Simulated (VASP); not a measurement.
Input of a VASP 6.6.1 run:

INCAR

```
PREC = Accurate
ENCUT = 520
EDIFF = 1E-6
ISMEAR = -1
SIGMA = 0.1
LREAL = F
LASPH = T
NELM = 60
ALGO = Normal
ISIF = 2
LWAVE = F
LCHARG = F
GGA = RP
NBANDS = 18
```

The input KPOINTS:

```
Automatic mesh
0
Gamma
  10 10 10
```

File POSCAR:

```
Ta
1.0
    0.0000000000      3.1610115597      3.1610115597
    3.1610115597      0.0000000000      3.1610115597
    3.1610115597      3.1610115597      0.0000000000
Ta
2
Direct
    0.1250000000      0.1250000000      0.1250000000
    0.8750000000      0.8750000000      0.8750000000
```

Potentials or basis: VASP PAW PBE potentials, release 64 (Ta_pv).

Launch:

```bash
$ cat potpaw_PBE.64/Ta_pv/POTCAR > POTCAR
$ mpirun -np 1 vasp_std > vasp.out
```

Q: Predict the band gap on the k mesh.

A: Zero (bands 11 and 12 overlap by 0.73 eV).

Q: Estimate the pressure.

A: -4.5 GPa.

Caveat: the cell stands under tension; the PAW data sets were made with another functional, which shifts forces and pressure a little; spin-orbit coupling is left out, which moves the levels of the heavy elements.
